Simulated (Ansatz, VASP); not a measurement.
# One calculation of Al, two programs

```
Al
1.0
     0.00000    1.83187    1.83187
     1.83187    0.00000    1.83187
     1.83187    1.83187    0.00000
Al
1
Cartesian
  0.0000 0.0000 0.0000
```

Change from the starting cell: volume scaled by 0.76, PAW files.

Alike in both runs: task single point; functional PBEsol; k mesh 16 × 16 × 16; occupations fermi-dirac, width 0.1 eV; no spin polarisation.

|  | VASP | Ansatz |
| --- | --- | --- |
| version | VASP 6.6.1 | Ansatz 0.2.0 |
| potentials or method | VASP PAW PBE potentials, release 64 (Al) | PAW with Ansatz's default frozen-core files, scalar-relativistic |
| plane-wave cutoff (eV) | 520 | 420 |
| valence electrons in the cell | 3 | 3 |

Ansatz gave:

* pressure (GPa): 41.4

Estimate VASP's values.

pressure (GPa): 41.7.

VASP's potentials were made for PBE, not for PBEsol. Both programs put the cell under a high pressure, so it lies far from rest at this level.
